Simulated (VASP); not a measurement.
Runs of VASP 6.6.1 on Ta. The structure is that of space group Fd-3m (No. 227), or close to it. The cells are those of the table. 

| task | cell | k mesh | cutoff (eV) | gap on the mesh (eV) | pressure (GPa) |
| --- | --- | --- | --- | --- | --- |
| single point | a = 4.329 Å, angles 60.0°, 2 atoms | 10 × 10 × 10 | 520 | none | 3.1 |
| single point | a = 4.502 Å, angles 60.0°, 2 atoms | 10 × 10 × 10 | 520 | none | (a) |
| relaxation of cell and atoms | relaxed from a = 4.101 Å, angles 60.0°, 2 atoms | 9 × 9 × 9 | 600 | none | 0.0 |
| single point | a = 4.388 Å, angles 60.0°, 2 atoms | 10 × 10 × 10 | 520 | none | 0.3 |
| single point | a = 4.557 Å, angles 60.0°, 2 atoms | 10 × 10 × 10 | 520 | none | -5.7 |
| single point | a = 4.205 Å, angles 60.0°, 2 atoms | 10 × 10 × 10 | 520 | none | 10.5 |
| single point | a = 4.388 Å, angles 60.0°, 2 atoms | 14 × 14 × 14 | 520 | none | 0.3 |
| single point | a = 4.388 Å, angles 60.0°, 2 atoms | 9 × 9 × 9 | 520 | none | 0.3 |

Alike in all rows: level BLYP; potentials or basis VASP PAW PBE potentials, release 64 (Ta_pv); no spin polarisation; smearing fermi-dirac 0.1 eV.

**Question.** Fill in the values left out.

**Answer.** (a) -4.0.

Caveats: the PAW data sets were made with another functional, which shifts forces and pressure a little; spin-orbit coupling is left out, which moves the levels of the heavy elements.

A k mesh can miss the band edges, and the runs leave out spin-orbit coupling on Ta.

A gap of «none» marks levels without a gap at the run's occupations.
